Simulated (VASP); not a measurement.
# Al (P6/mmm) in VASP: further runs

The runs below take Al through single point, with PBE.

Everything below comes from runs of VASP 6.6.1. Logs are shortened: lines on timing, memory, paths and dates and some standing lists are left out, and cuts for length are marked.

## 1. The cell of the first run

The structure is hexagonal, space group P6/mmm (No. 191). The conventional cell has a = 4.454 Å, b = 4.454 Å, c = 2.698 Å, α = 90.00°, β = 90.00°, γ = 120.00°. Al (site symmetry -6m2) has 5 Al at 2.57 to 2.70 Å within 3.4 Å.

## 2. Single point, PBE

File INCAR:

```
PREC     = Accurate       # precision mode
ENCUT    = 520            # plane-wave cutoff, eV
EDIFF    = 1E-7           # SCF threshold, eV
ISMEAR   = -1             # smearing method
SIGMA    = 0.05           # smearing width, eV
LREAL    = F              # projectors in reciprocal space
LASPH    = T              # aspherical terms in the spheres
NELM     = 60             # most SCF steps
ALGO     = Normal         # electronic algorithm
ISIF     = 2              # what is computed and relaxed
LWAVE    = F              # write WAVECAR
LCHARG   = F              # write CHGCAR
GGA      = PE             # functional
NBANDS   = 10             # bands
```

File KPOINTS:

```
Automatic mesh
0
Gamma
  7 7 10
```

File POSCAR:

```
Al
1.0
    4.4539135481      0.0000000000      0.0000000000
   -2.2269616720      3.8571986700      0.0000000000
    0.0000000000      0.0000000000      2.6977115724
Al
2
Direct
    0.3333300000      0.6666700000      0.5000000000
    0.6666700000      0.3333300000      0.5000000000
```

Potentials or basis: VASP PAW PBE potentials, release 64 (Al).

Started as:

```
$ cat potpaw_PBE.64/Al/POTCAR > POTCAR
$ mpirun -np 1 vasp_std > vasp.out
```

OUTCAR:

```text
PREC = Accurate
   ENCUT = 520
   EDIFF = 1E-7
   ISMEAR = -1
   LREAL = F
   LASPH = T
   NELM = 60
   ISIF = 2
   GGA = PE

 ion  position               nearest neighbor table
   1  0.333  0.667  0.500-   2 2.57   2 2.57   2 2.57
   2  0.667  0.333  0.500-   1 2.57   1 2.57   1 2.57

  LATTYP: Found a hexagonal cell.
 ALAT       =     4.4539135481
 C/A-ratio  =     0.6056946421

  Lattice vectors:

 A1 = (   4.4539135481,   0.0000000000,   0.0000000000)
 A2 = (  -2.2269616720,   3.8571986700,   0.0000000000)
 A3 = (   0.0000000000,   0.0000000000,   2.6977115724)

Analysis of symmetry for initial positions (statically):
=====================================================================
 Subroutine PRICEL returns:
 Original cell was already a primitive cell.

 Routine SETGRP: Setting up the symmetry group for a
 hexagonal supercell.

 Subroutine GETGRP returns: Found  8 space group operations
 (whereof  8 operations were pure point group operations)
 out of a pool of 24 trial point group operations.

The static configuration has the point symmetry D_2h.

Analysis of symmetry for dynamics (positions and initial velocities):
=====================================================================
 Subroutine PRICEL returns:
 Original cell was already a primitive cell.

 Routine SETGRP: Setting up the symmetry group for a
 hexagonal supercell.

 Subroutine GETGRP returns: Found  8 space group operations
 (whereof  8 operations were pure point group operations)
 out of a pool of 24 trial point group operations.

The dynamic configuration has the point symmetry D_2h.

 Subroutine INISYM returns: Found  8 space group operations
 (whereof  8 operations are pure point group operations),
 and found     1 'primitive' translations

----------------------------------------------------------------------------------------

                                     Primitive cell

  volume of cell :      46.3457

  direct lattice vectors                    reciprocal lattice vectors
     4.453913548  0.000000000  0.000000000     0.224521646  0.129628039  0.000000000
    -2.226961672  3.857198670  0.000000000     0.000000000  0.259255508  0.000000000
     0.000000000  0.000000000  2.697711572     0.000000000  0.000000000  0.370684550

  length of vectors
     4.453913548  4.453912872  2.697711572     0.259255468  0.259255508  0.370684550

  position of ions in fractional coordinates (direct lattice)
     0.333330000  0.666670000  0.500000000
     0.666670000  0.333330000  0.500000000

  ion indices of the primitive-cell ions
   primitive index   ion index
                 1           1
                 2           2

----------------------------------------------------------------------------------------

 KPOINTS: Automatic mesh

Automatic generation of k-mesh.
 Grid dimensions read from file:
 generate k-points for:    7    7   10

 Generating k-lattice:

  Cartesian coordinates                     Fractional coordinates (reciprocal lattice)
     0.032074521  0.018518291  0.000000000     0.142857143  0.000000000  0.000000000
     0.000000000  0.037036501  0.000000000     0.000000000  0.142857143  0.000000000
     0.000000000  0.000000000  0.037068455     0.000000000  0.000000000  0.100000000

  Length of vectors
     0.037036495  0.037036501  0.037068455

  Shift w.r.t. Gamma in fractional coordinates (k-lattice)
     0.000000000  0.000000000  0.000000000

 Subroutine IBZKPT returns following result:
 ===========================================

 Found     96 irreducible k-points:

 Following reciprocal coordinates:
            Coordinates               Weight
  0.000000  0.000000  0.000000      1.000000
  0.142857 -0.000000  0.000000      4.000000
 -0.142857  0.142857  0.000000      2.000000
  0.285714  0.000000  0.000000      4.000000
 -0.285714  0.285714  0.000000      2.000000
  0.428571 -0.000000  0.000000      4.000000
[... 16 lines left out ...]
 -0.428571  0.428571  0.100000      4.000000
  0.142857  0.142857  0.100000      4.000000
 [... further k-points ...]
   k-points           NKPTS =     96   k-points in BZ     NKDIM =     96   number of bands    NBANDS=     10
   number of dos      NEDOS =    301   number of ions     NIONS =      2
   total plane-waves  NPLWV =  25920
   dimension x,y,z NGX =    36 NGY =   36 NGZ =   20
   dimension x,y,z NGXF=    72 NGYF=   72 NGZF=   40
   ions per type =               2
   NGX,Y,Z   is equivalent  to a cutoff of  13.44, 13.44, 12.32 a.u.
   NGXF,Y,Z  is equivalent  to a cutoff of  26.87, 26.87, 24.65 a.u.
 SYSTEM =  unknown system
   PREC   = accura    normal or accurate (medium, high low for compatibility)
   ISTART =      0    job   : 0-new  1-cont  2-samecut
   ICHARG =      2    charge: 1-file 2-atom 10-const
   ISPIN  =      1    spin polarized calculation?
   LNONCOLLINEAR =      F non collinear calculations
   LSORBIT =      F    spin-orbit coupling
   LASPH  =      T    aspherical Exc in radial PAW
   ENCUT  =  520.0 eV  38.22 Ry    6.18 a.u.   8.28  8.28  5.02*2*pi/ulx,y,z
   NELM   =     60;   NELMIN=  2; NELMDL= -5     # of ELM steps
   EDIFF  = 0.1E-06   stopping-criterion for ELM
   LREAL  =      F    real-space projection
   EDIFFG = 0.1E-05   stopping-criterion for IOM
   NSW    =      0    number of steps for IOM
   IBRION =     -1    ionic relax: 0-MD 1-quasi-New 2-CG
   NFREE  =      0    steps in history (QN), initial steepest desc. (CG)
   ISIF   =      2    stress and relaxation
   ISYM   =      2    0-nonsym 1-usesym 2-fastsym
   POTIM  = 0.5000    time-step for ionic-motion
   TEBEG  =    0.0;   TEEND  =   0.0 temperature during run
   PSTRESS=    0.0 pullay stress
   NELECT =       6.0000    total number of electrons
   NUPDOWN=      -1.0000    fix difference up-down
   EMIN   =  10.00;   EMAX   =-10.00  energy-range for DOS
   EFERMI =   0.00;   METHOD = LEGACY
   ISMEAR =    -1;   SIGMA  =   0.05  broadening in eV -4-tet -1-fermi 0-gaus
   EFERMI_NEDOS =   21; number of points for ismear=-14 and -15
   IALGO  =     38    algorithm
   IMIX   =      4    mixing-type and parameters
     AMIX     =   0.40;   BMIX     =  1.00
     AMIX_MAG =   1.60;   BMIX_MAG =  1.00
  volume/ion in A,a.u.               =      23.17       156.38
  Fermi-wavevector in a.u.,A,eV,Ry     =   0.828175  1.565024  9.331881  0.685874
  Thomas-Fermi vector in A             =   1.940506
   LORBIT       =      0    0 simple, 1 ext, 2 COOP (PROOUT), +10 PAW based schemes
   GGA     = PE    functional components
   LHFCALC =     F    Hartree Fock is set to
   AEXX    =    0.0000 exact exchange contribution
   IVDW    =     0    specifies the selected vdW correction
   LEPSILON=     F    determine dielectric tensor
   LRPA    =     F    only Hartree local field effects (RPA)
 non-spin polarized calculation
  energy-cutoff  :      520.00
  volume of cell :       46.35
 maximum number of plane-waves:      1266
 NGX is ok and might be reduce to    36
   NGX = 17   NGY = 17   NGZ = 11

 number of electron       6.0000000 magnetization

 Free energy of the ion-electron system (eV)
  ---------------------------------------------------
  ext. energy  EPLUGINS =         0.00000000
  ---------------------------------------------------
  free energy    TOTEN  =        -6.49135783 eV

  energy without entropy =       -6.48669726  energy(sigma->0) =       -6.48902755

 E-fermi :   4.3986     XC(G=0):  -8.6817

 val. band max:        4.3079735228   @ k =   0.2857   0.0000   0.3000
 cond. band min:       4.3996007910   @ k =   0.4286   0.4286   0.4000
 fundamental gap:      0.0916272682
 Fermi energy:         4.3985991309

 k-point     1 :       0.0000    0.0000    0.0000
  band No.  band energies     occupation
      1      -4.6769      2.00000
      2       3.5078      2.00000
      3       3.5080      2.00000
      4       4.0814      1.99649
      5       6.6168      0.00000
      6       6.6170      0.00000
      7       9.9429      0.00000
      8      14.2031      0.00000
      9      14.6264      0.00000
     10      21.1340      0.00000

 k-point     2 :       0.1429   -0.0000    0.0000
  band No.  band energies     occupation
      1      -4.4964      2.00000
      2       1.8444      2.00000
      3       3.1957      2.00000
      4       5.2143      0.00000
      5       6.7694      0.00000
      6       7.3023      0.00000
      7      10.9810      0.00000
      8      14.3509      0.00000
      9      14.6721      0.00000
     10      19.5829      0.00000

 k-point     3 :      -0.1429    0.1429    0.0000
  band No.  band energies     occupation
      1      -4.4964      2.00000
      2       1.8445      2.00000
      3       3.1956      2.00000
      4       5.2143      0.00000
      5       6.7693      0.00000
      6       7.3025      0.00000
      7      10.9810      0.00000
      8      14.3509      0.00000
      9      14.6721      0.00000
     10      19.5851      0.00000

 k-point     4 :       0.2857    0.0000    0.0000
  band No.  band energies     occupation
      1      -3.9704      2.00000
      2       0.0712      2.00000
      3       2.7052      2.00000
      4       4.9005      0.00009
      5       8.5544      0.00000
      6       8.9101      0.00000
      7      13.0530      0.00000
      8      14.6614      0.00000
      9      14.7800      0.00000
     10      16.5588      0.00000

 k-point     5 :      -0.2857    0.2857    0.0000
  band No.  band energies     occupation
      1      -3.9704      2.00000
      2       0.0714      2.00000
      3       2.7051      2.00000
      4       4.9004      0.00009
      5       8.5545      0.00000
      6       8.9102      0.00000
      7      13.0529      0.00000
      8      14.6614      0.00000
      9      14.7799      0.00000
     10      16.5588      0.00000

 k-point     6 :       0.4286   -0.0000    0.0000
  band No.  band energies     occupation
      1      -3.2174      2.00000
      2      -1.3295      2.00000
      3       2.4127      2.00000
      4       4.5468      0.09809
      5      10.7477      0.00000
      6      11.0537      0.00000
      7      12.8486      0.00000
      8      13.6298      0.00000
      9      15.3828      0.00000
     10      16.1116      0.00000
[... 183 lines left out ...]
 k-point    21 :      -0.2857    0.2857    0.1000
  band No.  band energies     occupation
      1      -3.7695      2.00000
      2       0.2657      2.00000
      3       2.8865      2.00000
      4       5.0858      0.00000
      5       8.6703      0.00000
      6       9.0933      0.00000
      7      11.2157      0.00000
      8      14.0641      0.00000
      9      15.7819      0.00000
     10      16.7019      0.00000

 k-point    22 :       0.4286   -0.0000    0.1000
  band No.  band energies     occupation
      1      -3.0171      2.00000
      2      -1.1329      2.00000
      3       2.5948      2.00000
      4       4.7349      0.00240
      5      10.5810      0.00000
      6      11.2336      0.00000
      7      11.7668      0.00000
      8      13.8036      0.00000
      9      14.4434      0.00000
     10      14.9936      0.00000

 k-point    23 :      -0.4286    0.4286    0.1000
  band No.  band energies     occupation
      1      -3.0172      2.00000
      2      -1.1328      2.00000
      3       2.5947      2.00000
      4       4.7348      0.00240
      5      10.5810      0.00000
      6      11.2337      0.00000
      7      11.7669      0.00000
      8      13.8037      0.00000
      9      14.4432      0.00000
     10      14.9939      0.00000

 k-point    24 :       0.1429    0.1429    0.1000
  band No.  band energies     occupation
      1      -3.9406      2.00000
      2       0.7959      2.00000
      3       2.6670      2.00000
      4       6.2544      0.00000
      5       6.7665      0.00000
      6       9.2221      0.00000
      7      11.0019      0.00000
      8      13.4233      0.00000
      9      16.2316      0.00000
     10      16.5588      0.00000

 [... further k-points ...]
[... 5 lines left out ...]
  --------------------------------------------------------------------------------------
  -------------------------------------------------------------------------------------
  Total        0.9778659      0.9783139      0.6839968      0.0003883      0.0000000      0.0000000
  in kB       33.8049715     33.8204592     23.6458715      0.0134245      0.0000000      0.0000000
  external PRESSURE =      30.4237674 kB  Pullay stress =       0.0000000 kB

 VOLUME and BASIS-vectors are now :
 -----------------------------------------------------------------------------
  energy-cutoff  :      520.00
  volume of cell :       46.35
      direct lattice vectors                 reciprocal lattice vectors
     4.453913548  0.000000000  0.000000000     0.224521646  0.129628039  0.000000000
    -2.226961672  3.857198670  0.000000000     0.000000000  0.259255508  0.000000000
     0.000000000  0.000000000  2.697711572     0.000000000  0.000000000  0.370684550

 POSITION                                       TOTAL-FORCE (eV/Angst)
 -----------------------------------------------------------------------------------
     -0.00003      2.57148      1.34886         0.000332     -0.000192      0.000000
      2.22698      1.28572      1.34886        -0.000332      0.000192     -0.000000
 -----------------------------------------------------------------------------------
    total drift:                               -0.000000      0.000000     -0.000000

  FREE ENERGIE OF THE ION-ELECTRON SYSTEM (eV)
  ---------------------------------------------------
  free  energy   TOTEN  =        -6.4913578328 eV

  energy  without entropy=       -6.4866972617  energy(sigma->0) =       -6.48902755
```

Run time: 29 s. Hardware: 1 thread of Intel Xeon Platinum 8259CL at 2.50GHz (Skylake/Cascade Lake), shared host; peak memory 0.18 GiB.

What came out:

* Free energy: -6.4914 eV
* Pressure: 3.0 GPa
* Band gap on the k mesh: zero (band 3 reaches 6.93 eV, above the bottom of band 4 at 3.35 eV)

Stress tensor (GPa, compression positive):
```
3.38 0.00 0.00
0.00 3.38 0.00
0.00 0.00 2.36
```

## 3. Single point, PBE

This run uses another cell than the first one, of 23.67 Å³/atom, 1.021 times its volume.

File INCAR:

```
SYSTEM = Al
  ALGO = Normal
  EDIFF = 1E-6
  ENCUT = 520
  GGA = PE
  ISIF = 2
  ISMEAR = -1
  LASPH = .TRUE.
  LCHARG = .TRUE.
  LELF = .TRUE.
  LREAL = .FALSE.
  LVHAR = .TRUE.
  LWAVE = .FALSE.
  NBANDS = 10
  NELM = 80
  PREC = Accurate
  SIGMA = 0.05
```

File KPOINTS:

```
k-points
0
G
  7 7 10
  0 0 0
```

File POSCAR:

```
Al
1.0
    4.4852801699      0.0000000000      0.0000000000
   -2.2426450174      3.8843629359      0.0000000000
    0.0000000000      0.0000000000      2.7167101671
Al
2
Direct
    0.3333300000      0.6666700000      0.5000000000
    0.6666700000      0.3333300000      0.5000000000
```

Potentials or basis: VASP PAW PBE potentials, release 64 (Al).

Started as:

```
$ cat potpaw_PBE.64/Al/POTCAR > POTCAR
$ mpirun -np 1 vasp_std > vasp.out
```

Wall time 34 s (1 thread of Intel Xeon Platinum 8259CL at 2.50GHz (Skylake/Cascade Lake), shared host); peak memory 0.18 GiB.

The run converged. Its results:

```
Free energy            : -6.5065 eV
Pressure               : 1.9 GPa
Band gap on the k mesh : zero (band 3 reaches 6.72 eV, above the bottom of band 4 at 3.22 eV)
```

Stress tensor (GPa, compression positive):
```
2.20 0.00 0.00
0.00 2.20 0.00
0.00 0.00 1.26
```

Levels at points of the mesh, in eV from the Fermi level:
```
           k point  band 1  band 2  band 3  band 4  band 5  band 6  band 7
(0.00, 0.00, 0.00)   -8.97   -0.87   -0.87   -0.39    2.22    2.22    5.53
(0.00, 0.00, 0.50)   -4.47   -3.66    2.48    2.48    2.82    5.41    5.41
```

## 4. Single point, PBE

This run uses another cell than the first one, of 24.16 Å³/atom, 1.043 times its volume.

File INCAR:

```
SYSTEM = Al
ALGO = Fast
EDIFF = 1E-6
ENCUT = 520
GGA = PE
ISIF = 2
ISMEAR = -1
LASPH = .True.
LCHARG = .False.
LREAL = .False.
LWAVE = .False.
NBANDS = 10
NELM = 60
PREC = Accurate
SIGMA = 0.05
```

File KPOINTS:

```
k-points
0
Gamma
  7 7 10
  0 0 0
```

File POSCAR:

```
Al
1.0
    4.5162141141      0.0000000000      0.0000000000
   -2.2581120235      3.9111524923      0.0000000000
    0.0000000000      0.0000000000      2.7354466914
Al
2
Direct
    0.3333300000      0.6666700000      0.5000000000
    0.6666700000      0.3333300000      0.5000000000
```

Started as:

```
$ cat potpaw_PBE.64/Al/POTCAR > POTCAR
$ mpirun -np 1 vasp_std > vasp.out
```

Wall time 32 s (1 thread of Intel Xeon Platinum 8259CL at 2.50GHz (Skylake/Cascade Lake), shared host); peak memory 0.17 GiB.

Results (log left out):

| Property | Result |
| --- | --- |
| Free energy | -6.5149 eV |
| Pressure | 0.9 GPa |
| Band gap on the k mesh | zero (band 3 reaches 6.51 eV, above the bottom of band 4 at 3.09 eV) |

Stress tensor (GPa, compression positive):
```
1.13 0.00 0.00
0.00 1.13 0.00
0.00 0.00 0.31
```

Levels at points of the mesh, in eV from the Fermi level:
| k point | band 1 | band 2 | band 3 | band 4 | band 5 | band 6 | band 7 |
| --- | --- | --- | --- | --- | --- | --- | --- |
| (0.00, 0.00, 0.00) | -8.86 | -0.86 | -0.86 | -0.46 | 2.23 | 2.23 | 5.51 |
| (0.00, 0.00, 0.50) | -4.46 | -3.59 | 2.43 | 2.43 | 2.76 | 5.41 | 5.41 |

## 5. Summary

```tsv
cell	gap on the mesh (eV)	pressure (GPa)
a = 4.454, b = 4.454, c = 2.698 Å, angles 90.0, 90.0, 120.0°, 2 atoms	none	3.0
a = 4.485, b = 4.485, c = 2.717 Å, angles 90.0, 90.0, 120.0°, 2 atoms	none	1.9
a = 4.516, b = 4.516, c = 2.735 Å, angles 90.0, 90.0, 120.0°, 2 atoms	none	0.9
```

Alike in all rows: task single point; level PBE; potentials or basis VASP PAW PBE potentials, release 64 (Al); no spin polarisation; k mesh 7 × 7 × 10; cutoff (eV) 520; smearing fermi-dirac 0.05 eV.

Total energies depend on the potentials used, so only differences within one code and one set of settings carry meaning.
